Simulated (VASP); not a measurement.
# HfSi31 (a cell with a defect) in VASP: relaxation of the atoms with PBE

Aim: the relaxation of the atoms of HfSi31 (a cell with a defect) with PBE.

Everything below comes from runs of VASP 6.6.1. Logs are shortened: lines on timing, memory, paths and dates and some standing lists are left out, and cuts for length are marked.

### Step 1. The cell of the first run

The cell holds a defect, 32 atoms: a = 9.474 Å, b = 9.474 Å, c = 9.474 Å, α = 109.47°, β = 109.47°, γ = 109.47°.

### Step 2. Relaxation of the atoms, PBE

INCAR reads:

```
PREC     = Accurate       # precision mode
ENCUT    = 520            # plane-wave cutoff, eV
EDIFF    = 1E-7           # SCF threshold, eV
ISMEAR   = 0              # smearing method
SIGMA    = 0.02           # smearing width, eV
LREAL    = Auto         
LASPH    = T              # aspherical terms in the spheres
NELM     = 80             # most SCF steps
ALGO     = Normal         # electronic algorithm
ISIF     = 2              # what is computed and relaxed
LWAVE    = F              # write WAVECAR
LCHARG   = F              # write CHGCAR
GGA      = PE             # functional
IBRION   = 2              # ionic algorithm
NSW      = 60             # ionic steps
EDIFFG   = -0.03          # ionic threshold
KPAR     = 2
```

KPOINTS reads:

```
Automatic mesh
0
Gamma
  2 2 2
  0.5 0.5 0.5
```

POSCAR reads:

```
HfSi31
1.0
   -5.4700936619      5.4700936619     -5.4700936619
   -5.4700936619     -5.4700936619      5.4700936619
    5.4700936619      5.4700936619      5.4700936619
Hf Si
1 31
Direct
    0.0000000000      0.0000000000      0.2500000000
    0.7500000000      0.2500000000      0.2500000000
    0.7500000000      0.0000000000      0.5000000000
    0.5000000000      0.5000000000      0.2500000000
    0.5000000000      0.2500000000      0.5000000000
    0.5000000000      0.0000000000      0.7500000000
    0.2500000000      0.7500000000      0.2500000000
    0.2500000000      0.5000000000      0.5000000000
    0.2500000000      0.2500000000      0.7500000000
    0.2500000000      0.0000000000      0.0000000000
    0.0000000000      0.7500000000      0.5000000000
    0.0000000000      0.5000000000      0.7500000000
    0.0000000000      0.2500000000      0.0000000000
    0.7500000000      0.7500000000      0.7500000000
    0.7500000000      0.5000000000      0.0000000000
    0.5000000000      0.7500000000      0.0000000000
    0.7500000000      0.7500000000      0.5000000000
    0.5000000000      0.0000000000      0.5000000000
    0.5000000000      0.7500000000      0.7500000000
    0.2500000000      0.2500000000      0.5000000000
    0.2500000000      0.0000000000      0.7500000000
    0.2500000000      0.7500000000      0.0000000000
    0.0000000000      0.5000000000      0.5000000000
    0.0000000000      0.2500000000      0.7500000000
    0.0000000000      0.0000000000      0.0000000000
    0.0000000000      0.7500000000      0.2500000000
    0.7500000000      0.5000000000      0.7500000000
    0.7500000000      0.2500000000      0.0000000000
    0.7500000000      0.0000000000      0.2500000000
    0.5000000000      0.5000000000      0.0000000000
    0.5000000000      0.2500000000      0.2500000000
    0.2500000000      0.5000000000      0.2500000000
```

Potentials or basis: VASP PAW PBE potentials, release 64 (Hf_pv, Si).

Run with:

```bash
> cat potpaw_PBE.64/Hf_pv/POTCAR potpaw_PBE.64/Si/POTCAR > POTCAR
> mpirun -np 2 vasp_std > vasp.out
```

OUTCAR:

```text
PREC = Accurate
   ENCUT = 520
   EDIFF = 1E-7
   ISMEAR = 0
   LREAL = Auto
   LASPH = T
   NELM = 80
   ISIF = 2
   GGA = PE
   IBRION = 2
   NSW = 60
   EDIFFG = -0.03

 ion  position               nearest neighbor table
   1  0.000  0.000  0.250-  20 2.37  25 2.37  26 2.37  29 2.37
   2  0.750  0.250  0.250-  23 2.37  28 2.37  29 2.37  31 2.37
   3  0.750  0.000  0.500-  17 2.37  18 2.37  24 2.37  29 2.37
   4  0.500  0.500  0.250-  17 2.37  30 2.37  31 2.37  32 2.37
   5  0.500  0.250  0.500-  18 2.37  20 2.37  27 2.37  31 2.37
   6  0.500  0.000  0.750-  18 2.37  19 2.37  21 2.37  28 2.37
[... 24 lines left out ...]
  31  0.500  0.250  0.250-   2 2.37   4 2.37   5 2.37  10 2.37
  32  0.250  0.500  0.250-   4 2.37   7 2.37   8 2.37  13 2.37

  LATTYP: Found a body centered cubic cell.
 ALAT       =    10.9401873238

  Lattice vectors:

 A1 = (  -5.4700936619,   5.4700936619,  -5.4700936619)
 A2 = (  -5.4700936619,  -5.4700936619,   5.4700936619)
 A3 = (   5.4700936619,   5.4700936619,   5.4700936619)

Analysis of symmetry for initial positions (statically):
=====================================================================
 Subroutine PRICEL returns:
 Original cell was already a primitive cell.

 Routine SETGRP: Setting up the symmetry group for a
 body centered cubic supercell.

 Subroutine GETGRP returns: Found 24 space group operations
 (whereof  6 operations were pure point group operations)
 out of a pool of 48 trial point group operations.

The static configuration has the point symmetry C_3v.
 The point group associated with its full space group is T_d .

Analysis of symmetry for dynamics (positions and initial velocities):
=====================================================================
 Subroutine PRICEL returns:
 Original cell was already a primitive cell.

 Routine SETGRP: Setting up the symmetry group for a
 body centered cubic supercell.

 Subroutine GETGRP returns: Found 24 space group operations
 (whereof  6 operations were pure point group operations)
 out of a pool of 48 trial point group operations.

The dynamic configuration has the point symmetry C_3v.
 The point group associated with its full space group is T_d .

 Subroutine INISYM returns: Found 24 space group operations
 (whereof  6 operations are pure point group operations),
 and found     1 'primitive' translations

----------------------------------------------------------------------------------------

                                     Primitive cell

  volume of cell :     654.7029

  direct lattice vectors                    reciprocal lattice vectors
    -5.470093662  5.470093662 -5.470093662    -0.091406113  0.091406113  0.000000000
    -5.470093662 -5.470093662  5.470093662    -0.091406113  0.000000000  0.091406113
     5.470093662  5.470093662  5.470093662     0.000000000  0.091406113  0.091406113

  length of vectors
     9.474480145  9.474480145  9.474480145     0.129267765  0.129267765  0.129267765

  position of ions in fractional coordinates (direct lattice)
     0.000000000  0.000000000  0.250000000
     0.750000000  0.250000000  0.250000000
     0.750000000  0.000000000  0.500000000
     0.500000000  0.500000000  0.250000000
     0.500000000  0.250000000  0.500000000
     0.500000000  0.000000000  0.750000000
[... 24 lines left out ...]
     0.500000000  0.250000000  0.250000000
     0.250000000  0.500000000  0.250000000

  ion indices of the primitive-cell ions
   primitive index   ion index
                 1           1
                 2           2
                 3           3
                 4           4
                 5           5
                 6           6
[... 24 lines left out ...]
                31          31
                32          32

----------------------------------------------------------------------------------------

 KPOINTS: Automatic mesh

Automatic generation of k-mesh.
 Grid dimensions read from file:
 generate k-points for:    2    2    2

 Generating k-lattice:

  Cartesian coordinates                     Fractional coordinates (reciprocal lattice)
    -0.045703057  0.045703057  0.000000000     0.500000000  0.000000000  0.000000000
    -0.045703057  0.000000000  0.045703057     0.000000000  0.500000000  0.000000000
     0.000000000  0.045703057  0.045703057     0.000000000  0.000000000  0.500000000

  Length of vectors
     0.064633882  0.064633882  0.064633882

  Shift w.r.t. Gamma in fractional coordinates (k-lattice)
     0.500000000  0.500000000  0.500000000

 Subroutine IBZKPT returns following result:
 ===========================================

 Found      2 irreducible k-points:

 Following reciprocal coordinates:
            Coordinates               Weight
  0.250000  0.250000  0.250000      2.000000
 -0.250000  0.250000  0.250000      6.000000
   k-points           NKPTS =      2   k-points in BZ     NKDIM =      2   number of bands    NBANDS=     84
   number of dos      NEDOS =    301   number of ions     NIONS =     32
   total plane-waves  NPLWV = 343000
   dimension x,y,z NGX =    70 NGY =   70 NGZ =   70
   dimension x,y,z NGXF=   140 NGYF=  140 NGZF=  140
   ions per type =               1  31
   NGX,Y,Z   is equivalent  to a cutoff of  12.28, 12.28, 12.28 a.u.
   NGXF,Y,Z  is equivalent  to a cutoff of  24.57, 24.57, 24.57 a.u.
 SYSTEM =  unknown system
   PREC   = accura    normal or accurate (medium, high low for compatibility)
   ISTART =      0    job   : 0-new  1-cont  2-samecut
   ICHARG =      2    charge: 1-file 2-atom 10-const
   ISPIN  =      1    spin polarized calculation?
   LNONCOLLINEAR =      F non collinear calculations
   LSORBIT =      F    spin-orbit coupling
   LASPH  =      T    aspherical Exc in radial PAW
   ENCUT  =  520.0 eV  38.22 Ry    6.18 a.u.  17.62 17.62 17.62*2*pi/ulx,y,z
   NELM   =     80;   NELMIN=  2; NELMDL= -5     # of ELM steps
   EDIFF  = 0.1E-06   stopping-criterion for ELM
   LREAL  =      T    real-space projection
   EDIFFG = -.3E-01   stopping-criterion for IOM
   NSW    =     60    number of steps for IOM
   IBRION =      2    ionic relax: 0-MD 1-quasi-New 2-CG
   NFREE  =      1    steps in history (QN), initial steepest desc. (CG)
   ISIF   =      2    stress and relaxation
   ISYM   =      2    0-nonsym 1-usesym 2-fastsym
   POTIM  = 0.5000    time-step for ionic-motion
   TEBEG  =    0.0;   TEEND  =   0.0 temperature during run
   PSTRESS=    0.0 pullay stress
   NELECT =     134.0000    total number of electrons
   NUPDOWN=      -1.0000    fix difference up-down
   EMIN   =  10.00;   EMAX   =-10.00  energy-range for DOS
   EFERMI =   0.00;   METHOD = LEGACY
   ISMEAR =     0;   SIGMA  =   0.02  broadening in eV -4-tet -1-fermi 0-gaus
   EFERMI_NEDOS =   21; number of points for ismear=-14 and -15
   IALGO  =     38    algorithm
   IMIX   =      4    mixing-type and parameters
     AMIX     =   0.40;   BMIX     =  1.00
     AMIX_MAG =   1.60;   BMIX_MAG =  1.00
  volume/ion in A,a.u.               =      20.46       138.07
  Fermi-wavevector in a.u.,A,eV,Ry     =   0.964780  1.823170 12.664312  0.930801
  Thomas-Fermi vector in A             =   2.094441
   LORBIT       =      0    0 simple, 1 ext, 2 COOP (PROOUT), +10 PAW based schemes
   GGA     = PE    functional components
   LHFCALC =     F    Hartree Fock is set to
   AEXX    =    0.0000 exact exchange contribution
   IVDW    =     0    specifies the selected vdW correction
   LEPSILON=     F    determine dielectric tensor
   LRPA    =     F    only Hartree local field effects (RPA)
 conjugate gradient relaxation of ions
 non-spin polarized calculation
 Gauss-broadening in eV      SIGMA  =   0.02
  energy-cutoff  :      520.00
  volume of cell :      654.70
 maximum number of plane-waves:     17628
 NGX is ok and might be reduce to    70
   NGX = 35   NGY = 35   NGZ = 35

--------------------------------------- Ionic step        1  -------------------------------------------

 number of electron     134.0000012 magnetization

 Free energy of the ion-electron system (eV)
  ---------------------------------------------------
  ext. energy  EPLUGINS =         0.00000000
  ---------------------------------------------------
  free energy    TOTEN  =      -174.10416545 eV

  energy without entropy =     -174.10416545  energy(sigma->0) =     -174.10416545

------------------------ aborting loop because EDIFF is reached ----------------------------------------

  FORCE on cell =-STRESS in cart. coord.  units (eV):
  Direction    XX          YY          ZZ          XY          YZ          ZX
  --------------------------------------------------------------------------------------
  -------------------------------------------------------------------------------------
  Total       12.1366593     12.1366593     12.1366593     -0.0000000     -0.0000000      0.0000000
  in kB       29.7006164     29.7006164     29.7006164     -0.0000000     -0.0000000      0.0000000
  external PRESSURE =      29.7006164 kB  Pullay stress =       0.0000000 kB
[... 381 lines left out ...]
  energy  without entropy=     -175.5287632289  energy(sigma->0) =     -175.52876323

--------------------------------------- Ionic step        7  -------------------------------------------

 number of electron     134.0000005 magnetization

 Free energy of the ion-electron system (eV)
  ---------------------------------------------------
  ext. energy  EPLUGINS =         0.00000000
  ---------------------------------------------------
  free energy    TOTEN  =      -175.53048734 eV

  energy without entropy =     -175.53048734  energy(sigma->0) =     -175.53048734

 E-fermi :   5.3619     XC(G=0):  -9.3963

 val. band max:        5.2268148657   @ k =  -0.2500   0.2500   0.2500
 cond. band min:       6.1717887713   @ k =  -0.2500   0.2500   0.2500
 fundamental gap:      0.9449739057
 Fermi energy:         5.3618985033

 k-point     1 :       0.2500    0.2500    0.2500
  band No.  band energies     occupation
      1     -25.1339      2.00000
      2     -25.1339      2.00000
      3     -25.1339      2.00000
      4      -5.5006      2.00000
      5      -5.5006      2.00000
      6      -5.5006      2.00000
[... 71 lines left out ...]
     78       7.2503      0.00000
     79       7.2619      0.00000

 k-point     2 :      -0.2500    0.2500    0.2500
  band No.  band energies     occupation
      1     -25.1339      2.00000
      2     -25.1339      2.00000
      3     -25.1339      2.00000
      4      -5.9508      2.00000
      5      -5.0055      2.00000
      6      -4.9560      2.00000
[... 71 lines left out ...]
     78       7.8016      0.00000
     79       7.8634      0.00000
 [bands above 79 left out]

------------------------ aborting loop because EDIFF is reached ----------------------------------------

  FORCE on cell =-STRESS in cart. coord.  units (eV):
  Direction    XX          YY          ZZ          XY          YZ          ZX
  --------------------------------------------------------------------------------------
  -------------------------------------------------------------------------------------
  Total        8.1853052      8.1853052      8.1853052      0.0000000     -0.0000000      0.0000000
  in kB       20.0309330     20.0309330     20.0309330      0.0000000     -0.0000000      0.0000000
  external PRESSURE =      20.0309330 kB  Pullay stress =       0.0000000 kB
[... 47 lines left out ...]
  FREE ENERGIE OF THE ION-ELECTRON SYSTEM (eV)
  ---------------------------------------------------
  free  energy   TOTEN  =      -175.5304873423 eV

  energy  without entropy=     -175.5304873423  energy(sigma->0) =     -175.53048734

 reached required accuracy - stopping structural energy minimisation
```

It took 11 min on 2 MPI ranks of Intel Xeon Platinum 8259CL at 2.50GHz (Skylake/Cascade Lake), shared host; peak memory 0.79 GiB.

What came out:

```
Free energy                  : -175.5305 eV
Energy gained by relaxing    : 44.6 meV/atom
Ionic steps                  : 7
Pressure after relaxing      : 2.0 GPa
Largest force after relaxing : 0.030 eV/Å
Band gap on the k mesh       : 0.94 eV
```

Forces in eV/Å, atoms in the order of the input:
```
Hf   0.000  0.000  0.000
Si   0.029 -0.004  0.004
Si   0.004 -0.029  0.004
Si   0.000  0.000  0.000
Si  -0.004  0.004  0.029
Si   0.000  0.000  0.000
Si   0.029  0.004 -0.004
Si  -0.004  0.029  0.004
Si  -0.029  0.004  0.004
Si  -0.004 -0.029 -0.004
Si   0.004  0.004 -0.029
Si   0.000  0.000  0.000
Si  -0.004 -0.004 -0.029
Si  -0.029 -0.004 -0.004
Si   0.004  0.029 -0.004
Si   0.004 -0.004  0.029
Si  -0.023 -0.010 -0.010
Si   0.010 -0.023  0.010
Si  -0.010  0.023  0.010
Si  -0.003  0.003  0.003
Si  -0.010 -0.023 -0.010
Si   0.010 -0.010  0.023
Si   0.010  0.010 -0.023
Si  -0.010 -0.010 -0.023
Si  -0.003 -0.003 -0.003
Si   0.003  0.003 -0.003
Si  -0.010  0.010  0.023
Si   0.010  0.023 -0.010
Si   0.003 -0.003  0.003
Si  -0.023  0.010  0.010
Si   0.023 -0.010  0.010
Si   0.023  0.010 -0.010
```

The path:
| step | energy change (eV) | largest force (eV/Å) | pressure (GPa) |
| --- | --- | --- | --- |
| 1 | 0.0000 | 3.4425 | 2.97 |
| 2 | -1.2574 | 0.4780 | 2.19 |
| 3 | -1.2967 | 0.4357 | 2.07 |
| 4 | -1.3989 | 0.1900 | 2.03 |
| 5 | -1.4246 | 0.0388 | 2.01 |
| 6 | -1.4246 | 0.0395 | 2.01 |
| 7 | -1.4263 | 0.0297 | 2.00 |

Final structure:
```yaml
crystal:
  lattice:
    - [-5.47009, 5.47009, -5.47009]
    - [-5.47009, -5.47009, 5.47009]
    - [5.47009, 5.47009, 5.47009]
  atoms:
    - { symbol: Hf, position: [0.00000, 0.00000, 0.25000] }
    - { symbol: Si, position: [0.74814, 0.25408, 0.25000] }
    - { symbol: Si, position: [0.74814, 0.00000, 0.50408] }
    - { symbol: Si, position: [0.50000, 0.50000, 0.25000] }
    - { symbol: Si, position: [0.50594, 0.25186, 0.50186] }
    - { symbol: Si, position: [0.50000, 0.00000, 0.75000] }
    - { symbol: Si, position: [0.25408, 0.74814, 0.25000] }
    - { symbol: Si, position: [0.25186, 0.50594, 0.50186] }
    - { symbol: Si, position: [0.25186, 0.25186, 0.75594] }
    - { symbol: Si, position: [0.25408, 0.00000, 0.99814] }
    - { symbol: Si, position: [0.00000, 0.74814, 0.50408] }
    - { symbol: Si, position: [0.00000, 0.50000, 0.75000] }
    - { symbol: Si, position: [0.00000, 0.25408, 0.99814] }
    - { symbol: Si, position: [0.74592, 0.74592, 0.74406] }
    - { symbol: Si, position: [0.74592, 0.49406, 0.99592] }
    - { symbol: Si, position: [0.49406, 0.74592, 0.99592] }
    - { symbol: Si, position: [0.74771, 0.74771, 0.49732] }
    - { symbol: Si, position: [0.49961, 0.00000, 0.50229] }
    - { symbol: Si, position: [0.50040, 0.75268, 0.75040] }
    - { symbol: Si, position: [0.27332, 0.27332, 0.52332] }
    - { symbol: Si, position: [0.25229, 0.00000, 0.74960] }
    - { symbol: Si, position: [0.24732, 0.74771, 0.99771] }
    - { symbol: Si, position: [0.00000, 0.49961, 0.50229] }
    - { symbol: Si, position: [0.00000, 0.25229, 0.74960] }
    - { symbol: Si, position: [0.00000, 0.00000, 0.97668] }
    - { symbol: Si, position: [0.00000, 0.72668, 0.25000] }
    - { symbol: Si, position: [0.75268, 0.50040, 0.75040] }
    - { symbol: Si, position: [0.74771, 0.24732, 0.99771] }
    - { symbol: Si, position: [0.72668, 0.00000, 0.25000] }
    - { symbol: Si, position: [0.50040, 0.50040, 0.00268] }
    - { symbol: Si, position: [0.49961, 0.25229, 0.25000] }
    - { symbol: Si, position: [0.25229, 0.49961, 0.25000] }
```

Levels at points of the mesh, in eV from the valence-band top:
```csv
k point,band 64,band 65,band 66,band 67,band 68,band 69,band 70,band 71
"(0.25, 0.25, 0.25)",-0.43,-0.09,-0.09,-0.09,1.12,1.12,1.73,1.73
```

Caveat: spin-orbit coupling is left out, which moves the levels of the heavy elements.
